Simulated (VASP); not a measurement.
The system is AlCu2.

```xyz
6
Lattice="2.7663 0.0000 0.0000 -1.3832 2.3957 0.0000 0.0000 0.0000 11.9326" Properties=species:S:1:pos:R:3 pbc="T T T"
Al    0.0000    1.5971    3.9674
Al    0.0000    1.5971    7.9652
Cu    1.3832    0.7986    1.9909
Cu    1.3832    0.7986    5.9663
Cu    1.3832    0.7986    9.9417
Cu    0.0000    1.5971    0.0000
```

* Program: VASP 6.6.1
* Task: relaxation of cell and atoms
* Functional: PBE
* Potentials or basis: VASP PAW PBE potentials, release 64 (Al, Cu)
* Cutoff: 600 eV
* k mesh: 18 × 18 × 4
* Occupations: gaussian, width 0.1 eV
* Spin: no spin polarisation

At the start: pressure 0.1 GPa; volume 13.18 Å³/atom.

Q: How do energy, volume and symmetry change on relaxing?

A: Over 24 steps the energy falls by 8.2 meV/atom and the volume is 13.15 Å³/atom (-0.2 %); space group P-6m2 (No. 187, to 0.1 Å) before and after.

Step by step:
| step | energy change (eV) | largest force (eV/Å) | pressure (GPa) | volume (Å³) |
| --- | --- | --- | --- | --- |
| 1 | 0.0000 | 0.1585 | 0.14 | 79.08 |
| 2 | -0.0395 | 0.0761 | -0.23 | 79.20 |
| 3 | -0.0475 | 0.0541 | -0.50 | 79.26 |
| 4 | -0.0475 | 0.0540 | -0.43 | 79.26 |
| 5 | -0.0484 | 0.0385 | 0.09 | 78.80 |
| 6 | -0.0484 | 0.0385 | 0.19 | 78.79 |
| 7 | -0.0486 | 0.0270 | -0.20 | 78.99 |
| 8 | -0.0486 | 0.0306 | -0.25 | 78.96 |
| 9 | -0.0486 | 0.0330 | -0.20 | 78.92 |
| 10 | -0.0487 | 0.0178 | -0.09 | 78.93 |
| 11 | -0.0488 | 0.0165 | -0.11 | 78.93 |
| 12 | -0.0489 | 0.0137 | 0.01 | 78.93 |
| 13 | -0.0488 | 0.0256 | -0.10 | 78.95 |
| 14 | -0.0489 | 0.0127 | -0.02 | 78.94 |
| 15 | -0.0489 | 0.0178 | -0.05 | 78.94 |
| 16 | -0.0489 | 0.0117 | -0.07 | 78.94 |
| 17 | -0.0489 | 0.0129 | -0.08 | 78.94 |
| 18 | -0.0489 | 0.0116 | -0.06 | 78.94 |
| 19 | -0.0489 | 0.0118 | -0.11 | 78.94 |
| 20 | -0.0489 | 0.0052 | 0.14 | 78.85 |
| 21 | -0.0489 | 0.0074 | 0.19 | 78.88 |
| 22 | -0.0489 | 0.0095 | 0.12 | 78.91 |
| 23 | -0.0489 | 0.0102 | -0.06 | 78.92 |
| 24 | -0.0489 | 0.0097 | 0.01 | 78.92 |

Final structure:
```
CELL_PARAMETERS angstrom
2.72493 0.00000 0.00000
-1.36247 2.35986 0.00000
0.00000 0.00000 12.27205
ATOMIC_POSITIONS crystal
Al 0.33333 0.66667 0.33083
Al 0.33333 0.66667 0.66917
Cu 0.66667 0.33333 0.16566
Cu 0.66667 0.33333 0.50000
Cu 0.66667 0.33333 0.83434
Cu 0.33333 0.66667 0.00000
```
